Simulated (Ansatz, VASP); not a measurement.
## One calculation of BeCo, two programs

Contents of INCAR:

```
SYSTEM = BeCo
PREC = Accurate ; ENCUT = 520
EDIFF = 1E-6 ; ISMEAR = -1
SIGMA = 0.05 ; LREAL = .False.
LASPH = .True. ; NELM = 150
ALGO = Normal ; ISIF = 2
LWAVE = .False. ; LCHARG = .True.
ISPIN = 2 ; MAGMOM = 0 3.2
LORBIT = 11 ; LMAXMIX = 4
LELF = .True. ; LVHAR = .True.
NBANDS = 16
```

KPOINTS

```
Automatic mesh
0
Gamma
  11 11 11
  0 0 0
```

Contents of POSCAR:

```
BeCo
1.0
    2.6737183902      0.0000000000      0.0000000000
    0.0000000000      2.6737183902      0.0000000000
    0.0000000000      0.0000000000      2.6737183902
Be Co
1 1
Direct
    0.0000000000      0.0000000000      0.0000000000
    0.5000000000      0.5000000000      0.5000000000
```

Input for Ansatz:

```yaml
crystal:
  lattice:
    - [2.673718390223683, 0.0, 0.0]
    - [0.0, 2.673718390223683, 0.0]
    - [0.0, 0.0, 2.673718390223683]
  atoms:
    - { symbol: Be, position: [0.0, 0.0, 0.0] }
    - { symbol: Co, position: [0.5, 0.5, 0.5], spin: 3.2 }
basis:
  ecutwfc: 500.0
kpoints:
  mp_grid:
    grid: [11, 11, 11]
hamiltonian:
  xc: lda
  pseudopotentials:
    kind: paw
magnetization:
  spin_polarized: true
scf:
  occupations:
    method: fermi_dirac
    width: 0.05
```

Alike in both runs: task single point; functional LDA; k mesh 11 × 11 × 11; occupations fermi-dirac, width 0.05 eV; collinear spin.

```csv
,VASP,Ansatz
version,VASP 6.6.1,Ansatz 0.2.0
potentials or method,"VASP PAW LDA potentials, release 64 (Be, Co), cutoff 520 eV","plane waves, PAW"
valence electrons in the cell,11,19
```

|  | VASP | Ansatz | Ansatz less VASP |
| --- | --- | --- | --- |
| net moment per atom (μB) | 0.20 | 0.21 | +0.006 |
| size of the moment on the site where the two differ most (μB) | 0.43 | 0.45 | +0.016 |

LDA's correlation is that of Perdew and Zunger in VASP and of Perdew and Wang (1992) in Ansatz. Site moments also hang on the region over which each program counts them. VASP's potentials hold 11 valence electrons a cell and Ansatz's 19, so a difference there can come from the potentials and not from the codes. Ansatz's warnings: given moment on shells.
